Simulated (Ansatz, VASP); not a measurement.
**One calculation of Ta2SiO3, two programs**

```
Ta Si O
1.0
     2.88198    0.00000    0.00000
     0.00000    2.88198    0.00000
     0.00000    0.00000    8.72557
Ta Si O
2 1 3
Direct
  0.50000 0.50000 0.32482
  0.50000 0.50000 0.67518
  0.50000 0.50000 0.00000
  0.00000 0.00000 0.83907
  0.00000 0.00000 0.16093
  0.00000 0.00000 0.50000
```

Change from the starting cell: species swapped into the Li3Tl2Cd type (P4/mmm, No. 123).

Alike in both runs: task single point; functional PBE; k mesh 6 × 6 × 2; occupations gaussian, width 0.1 eV; collinear spin.

|  | VASP | Ansatz |
| --- | --- | --- |
| version | VASP 6.6.1 | Ansatz 0.2.0 |
| potentials or method | VASP PAW PBE potentials, release 64 (Ta_pv, Si, O), cutoff 600 eV | scalar-relativistic, plane waves, PAW |
| valence electrons in the cell | 44 | 48 |

|  | VASP | Ansatz | Ansatz less VASP |
| --- | --- | --- | --- |
| gap on the k mesh at the Fermi level (eV) | none | none | - |
| pressure (GPa) | -12.7 | -12.7 | +0.01 |
| traceless stress, the component that is largest in VASP (GPa) | -3.43 | -3.46 | -0.025 |
| rms of the force components (eV/Å) | 1.098 | 1.108 | +0.0101 |
| net moment per atom (μB) | 0.00 | 0.00 | 0.000 |

Atom by atom the forces differ by 0.010 eV/Å (rms over components). A gap of «none» marks a metal or a gap that the smearing closes. The functional is the same, so the differences come from potentials, cutoffs and numerics. VASP's potentials hold 44 valence electrons a cell and Ansatz's 48, so a difference there can come from the potentials and not from the codes. Ansatz's warnings: seeded moment not kept.

The k mesh is coarse, so the values compare programs but aren't converged. Spin-orbit coupling is off throughout.
